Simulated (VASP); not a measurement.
Set up this calculation in VASP 6.6.1, as the native input.

* Task: single point
* Functional: PBE
* Potentials or basis: VASP PAW PBE potentials, release 64 (Sc_sv, Al, F)
* Cutoff: 520 eV
* k mesh: 6 × 6 × 6
* Occupations: gaussian, width 0.1 eV
* Spin: collinear spin
* Starting moments: [0.0, 0.0, 0.0, 1.0, 1.0, 1.0] μB
* Dipole correction: no
* Further INCAR settings: ALGO = Normal; EDIFF = 1e-06; NBANDS = 36

The structure of Sc2AlF3 lies in POSCAR:

```
Sc2AlF3
1.0
    2.4944340900      1.4401621900      3.6318683900
   -2.4944340900      1.4401621900      3.6318683900
    0.0000000000     -2.8803243800      3.6318683900
Sc Al F
2 1 3
Direct
    0.3743034900      0.3743034900      0.3743034900
    0.6256965100      0.6256965100      0.6256965100
    0.0000000000      0.0000000000      0.0000000000
    0.0000000000      0.0000000000      0.5000000000
    0.0000000000      0.5000000000      0.0000000000
    0.5000000000      0.0000000000      0.0000000000
```

The cell was built from a structure type or drawn by symmetry, and may not be a known phase.

These files were run (other wordings do the same):

INCAR

```
SYSTEM = Sc2AlF3
ALGO = Normal
EDIFF = 1E-6
ENCUT = 520
GGA = PE
ISIF = 2
ISMEAR = 0
ISPIN = 2
LASPH = .True.
LCHARG = .False.
LMAXMIX = 4
LORBIT = 11
LREAL = .False.
LWAVE = .False.
MAGMOM = 0 0 0 1 1 1
NBANDS = 36
NELM = 150
PREC = Accurate
SIGMA = 0.1
```

KPOINTS

```
k-points
0
Gamma
  6 6 6
  0 0 0
```

Potentials or basis: VASP PAW PBE potentials, release 64 (Sc_sv, Al, F).

Run with:

```console
$ cat potpaw_PBE.64/Sc_sv/POTCAR potpaw_PBE.64/Al/POTCAR potpaw_PBE.64/F/POTCAR > POTCAR
$ mpirun -np 1 vasp_std > vasp.out
```

Results of the run:

| Item | Value |
| --- | --- |
| Pressure | 10.0 GPa |
| Largest force | 2.157 eV/Å |
| Net moment | -1.79 μB per cell |
| Site moments | Sc -0.70; Al +0.01; F -0.00 μB |
| Valence electrons inside the program's atomic spheres | Sc 9.51; Al 0.76; F 6.05 |

Caveat: the cell stands under pressure; forces of over 1 eV/Å act on the atoms, so gaps and moduli don't describe the material at rest.

Run time: 6.2 min on 1 thread of Intel Xeon 8259CL (shared host), peak memory 0.32 GiB.
